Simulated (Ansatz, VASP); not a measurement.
MnSb in VASP and in Ansatz

The input INCAR:

```
  PREC = Accurate
  ENCUT = 520
  EDIFF = 1E-6
  ISMEAR = -1
  SIGMA = 0.05
  LREAL = False
  LASPH = True
  NELM = 150
  ALGO = Normal
  ISIF = 2
  LWAVE = False
  LCHARG = False
  ISPIN = 2
  MAGMOM = 0 0 4 4
  LORBIT = 11
  LMAXMIX = 4
  NBANDS = 30
```

File KPOINTS:

```
Automatic mesh
0
Gamma
  7 7 5
```

File POSCAR:

```
MnSb
1.0
    4.1500000000      0.0000000000      0.0000000000
   -2.0750000000      3.5940054257      0.0000000000
    0.0000000000      0.0000000000      5.7800000000
Sb Mn
2 2
Direct
    0.6666666667      0.3333333333      0.7500000000
    0.3333333333      0.6666666667      0.2500000000
    0.0000000000      0.0000000000      0.5000000000
    0.0000000000      0.0000000000      0.0000000000
```

The input input.yaml:

```yaml
crystal:
  lattice:
    - [4.15, 0.0, 0.0]
    - [-2.075, 3.5940054257, 0.0]
    - [0.0, 0.0, 5.78]
  atoms:
    - { symbol: Sb, position: [0.6666666667, 0.3333333333, 0.75] }
    - { symbol: Sb, position: [0.3333333333, 0.6666666667, 0.25] }
    - { symbol: Mn, position: [0.0, 0.0, 0.5], spin: 4.0 }
    - { symbol: Mn, position: [0.0, 0.0, 0.0], spin: 4.0 }
hamiltonian:
  xc: lda
  pseudopotentials: { kind: paw }
magnetization:
  spin_polarized: true
kpoints:
  mp_grid: { grid: [7, 7, 5] }
  band_path:
    path:
      - [[0.0, 0.0, 0.0], [0.5, 0.0, 0.0], [0.3333333333, 0.3333333333, 0.0], [0.0, 0.0, 0.0], [0.0, 0.0, 0.5], [0.5, 0.0, 0.5], [0.3333333333, 0.3333333333, 0.5], [0.0, 0.0, 0.5]]
      - [[0.5, 0.0, 0.5], [0.5, 0.0, 0.0]]
      - [[0.3333333333, 0.3333333333, 0.0], [0.3333333333, 0.3333333333, 0.5]]
    npoints: 14
scf:
  occupations: { method: fermi_dirac, width: 0.05 }
  n_extra_bands: 10
output:
  forces: true
  stress: true
  eigenvalues: true
  fatbands: true
```

Alike in both runs: functional LDA; k mesh 7 × 7 × 5; occupations fermi-dirac, width 0.05 eV; collinear spin.

|  | VASP | Ansatz |
| --- | --- | --- |
| version | VASP 6.6.1 | Ansatz 0.2.0 |
| potentials or method | VASP PAW LDA potentials, release 64 (Sb, Mn_pv) | Ansatz PAW |
| plane-wave cutoff (eV) | 520 | 420 |
| valence electrons in the cell | 36 | 60 |
| task | single point | band structure |

```tsv
	VASP	Ansatz	Ansatz less VASP
gap on the k mesh at the Fermi level (eV)	none	none	-
pressure (GPa)	-11.2	-10.6	+0.58
traceless stress, the component that is largest in VASP (GPa)	-0.82	-0.79	+0.023
net moment per atom (μB)	1.59	1.63	+0.035
size of the moment on the site where the two differ most (μB)	3.19	3.30	+0.110
```

LDA's correlation is that of Perdew and Zunger in VASP and of Perdew and Wang (1992) in Ansatz. Site moments also hang on the region over which each program counts them. A gap of «none» marks a metal or a gap that the smearing closes. VASP's potentials hold 36 valence electrons a cell and Ansatz's 60, so a difference there can come from the potentials and not from the codes.

Spin-orbit coupling is off throughout.
